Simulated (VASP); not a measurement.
Wanted: the native input for a VASP 6.6.1 run.

| Quantity | Value |
| --- | --- |
| Task | single point |
| Functional | LDA |
| Potentials or basis | VASP PAW LDA potentials, release 64 (Ta_pv, F) |
| Cutoff | 520 eV |
| k mesh | 8 × 8 × 1 |
| Occupations | gaussian, width 0.1 eV |
| Spin | no spin polarisation |
| Dipole correction | yes |
| Further INCAR settings | ALGO = Normal; EDIFF = 1e-06; NBANDS = 34 |

The structure of Ta4F lies in POSCAR:

```
Ta4F
1.0
    3.2528679937      0.0000000000      0.0000000000
    0.0000000000      3.2528679937      0.0000000000
    0.0000000000      0.0000000000     20.2137485622
Ta F
4 1
Direct
    0.5000000000      0.5000000000      0.1978851170
    0.0000000000      0.0000000000      0.2783468875
    0.5000000000      0.5000000000      0.3580282239
    0.0000000000      0.0000000000      0.4310802885
    0.3750000000      0.3750000000      0.4926173761
```

One way to write it, as run:

INCAR

```
SYSTEM = Ta4F
PREC = Accurate
ENCUT = 520
EDIFF = 1E-6
ISMEAR = 0
SIGMA = 0.1
LREAL = .FALSE.
LASPH = .TRUE.
NELM = 80
ALGO = Normal
ISIF = 2
LWAVE = .FALSE.
LCHARG = .FALSE.
LDIPOL = .TRUE.
IDIPOL = 3
DIPOL = 0.5 0.5 0.352
NBANDS = 34
```

KPOINTS

```
regular mesh
0
G
  8 8 1
  0 0 0
```

Potentials or basis: VASP PAW LDA potentials, release 64 (Ta_pv, F).

Launch:

```bash
$ cat potpaw_LDA.64/Ta_pv/POTCAR potpaw_LDA.64/F/POTCAR > POTCAR
$ mpirun -np 1 vasp_std > vasp.out
```

It gave:

The largest force is 1.538 eV/Å and the band gap on the k mesh is zero (an odd number of electrons rules out a gap without spin polarisation).

Caveat: spin-orbit coupling is left out, which moves the levels of the heavy elements.

Wall time 2.3 min on 1 thread of AMD EPYC 9R45 96-Core Processor (Zen 5) (shared host), peak memory 0.27 GiB.
